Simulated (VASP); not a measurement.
Input of a VASP 6.6.1 run:

INCAR

```
PREC     = Accurate       # precision mode
ENCUT    = 520            # plane-wave cutoff, eV
EDIFF    = 1E-7           # SCF threshold, eV
ISMEAR   = 0              # smearing method
SIGMA    = 0.01           # smearing width, eV
LREAL    = False          # projectors in reciprocal space
LASPH    = True           # aspherical terms in the spheres
NELM     = 80             # most SCF steps
ALGO     = Normal         # electronic algorithm
ISIF     = 2              # what is computed and relaxed
LWAVE    = False          # write WAVECAR
LCHARG   = False          # write CHGCAR
GGA      = CA             # functional
NBANDS   = 26             # bands
```

Contents of KPOINTS:

```
regular mesh
0
Gamma
  8 8 5
```

POSCAR

```
GaN
1.0
    3.1044710869      0.0000000000      0.0000000000
   -1.5522355434      2.6885508265      0.0000000000
    0.0000000000      0.0000000000      5.1765299657
Ga N
2 2
Direct
    0.3333333333      0.6666666667      0.0023042447
    0.6666666667      0.3333333333      0.5023042447
    0.3333333333      0.6666666667      0.3746957553
    0.6666666667      0.3333333333      0.8746957553
```

Potentials or basis: VASP PAW LDA potentials, release 64 (Ga_d, N).

Command:

```console
$ cat potpaw_LDA.64/Ga_d/POTCAR potpaw_LDA.64/N/POTCAR > POTCAR
$ mpirun -np 1 vasp_std > vasp.out
```

Predict the largest force.

0.008 eV/Å.

What does it give for the pressure?

6.0 GPa.

Estimate the band gap on the k mesh.

2.19 eV.

Stress tensor (GPa, compression positive):
```
8.48 0.00 0.00
0.00 8.48 0.00
0.00 0.00 1.16
```

Caveat: the cell stands under pressure.
